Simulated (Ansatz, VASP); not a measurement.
## One calculation of Al12NO, two programs

File INCAR:

```
SYSTEM = Al12NO
  PREC = Accurate
  ENCUT = 520
  EDIFF = 1E-6
  ISMEAR = -1
  SIGMA = 0.05
  LREAL = .False.
  LASPH = .True.
  NELM = 60
  ALGO = Normal
  ISIF = 2
  LWAVE = .False.
  LCHARG = .False.
  LDIPOL = .True.
  IDIPOL = 3
  DIPOL = 0.5 0.5 0.485
  GGA = PE
  NBANDS = 36
```

The input KPOINTS:

```
Automatic mesh
0
Gamma
  6 6 1
  0 0 0
```

The input POSCAR:

```
Al12NO
1.0
    5.7246799319      0.0000000000      0.0000000000
   -2.8623399660      4.9577182496      0.0000000000
    0.0000000000      0.0000000000     22.6741815913
Al N O
12 1 1
Direct
    0.3333333333      0.1666666667      0.3528242009
    0.3333333333      0.6666666667      0.3528242009
    0.8333333333      0.1666666667      0.3528242009
    0.8333333333      0.6666666667      0.3528242009
    0.6666666667      0.3333333333      0.4558969749
    0.6666666667      0.8333333333      0.4558969749
    0.1666666667      0.3333333333      0.4558969749
    0.1666666667      0.8333333333      0.4558969749
    0.0000000000      0.5000000000      0.5589697489
    0.0000000000      0.0000000000      0.5589697489
    0.5000000000      0.5000000000      0.5589697489
    0.5000000000      0.0000000000      0.5589697489
    0.1666666667      0.3333333333      0.6612887672
    0.0599948881      0.4603463644      0.6612887672
```

The input input.yaml:

```yaml
crystal:
  lattice:
    - [5.7246799319, 0.0, 0.0]
    - [-2.862339966, 4.9577182496, 0.0]
    - [0.0, 0.0, 22.6741815913]
  atoms:
    - { symbol: Al, position: [0.3333333333, 0.1666666667, 0.3528242009] }
    - { symbol: Al, position: [0.3333333333, 0.6666666667, 0.3528242009] }
    - { symbol: Al, position: [0.8333333333, 0.1666666667, 0.3528242009] }
    - { symbol: Al, position: [0.8333333333, 0.6666666667, 0.3528242009] }
    - { symbol: Al, position: [0.6666666667, 0.3333333333, 0.4558969749] }
    - { symbol: Al, position: [0.6666666667, 0.8333333333, 0.4558969749] }
    - { symbol: Al, position: [0.1666666667, 0.3333333333, 0.4558969749] }
    - { symbol: Al, position: [0.1666666667, 0.8333333333, 0.4558969749] }
    - { symbol: Al, position: [0.0, 0.5, 0.5589697489] }
    - { symbol: Al, position: [0.0, 0.0, 0.5589697489] }
    - { symbol: Al, position: [0.5, 0.5, 0.5589697489] }
    - { symbol: Al, position: [0.5, 0.0, 0.5589697489] }
    - { symbol: "N", position: [0.1666666667, 0.3333333333, 0.6612887672] }
    - { symbol: O, position: [0.0599948881, 0.4603463644, 0.6612887672] }
hamiltonian:
  xc: pbe
  pseudopotentials: { kind: nc, source: spms }
kpoints:
  mp_grid: { grid: [6, 6, 1] }
scf:
  occupations: { method: fermi_dirac, width: 0.05 }
output:
  forces: true
  eigenvalues: true
efield:
  axis: 3
  dipole_correction: true
  ramp_width: 0.04
```

Alike in both runs: task single point; functional PBE; k mesh 6 × 6 × 1; occupations fermi-dirac, width 0.05 eV; no spin polarisation.

```csv
,VASP,Ansatz
version,VASP 6.6.1,Ansatz 0.2.0
potentials or method,"VASP PAW PBE potentials, release 64 (Al, N, O)",SPMS NC
plane-wave cutoff (eV),520,1034
valence electrons in the cell,47,47
```

VASP gave:

- gap on the k mesh at the Fermi level (eV): none
- rms of the force components (eV/Å): 0.884

Q: What did Ansatz give for the same quantities?

A: gap on the k mesh at the Fermi level (eV): none; rms of the force components (eV/Å): 0.602.

Atom by atom the forces differ by 0.286 eV/Å (rms over components). A gap of «none» marks a metal or a gap that the smearing closes.

Noted on VASP's run: the standard files for N, O and F lose accuracy on very short bonds.
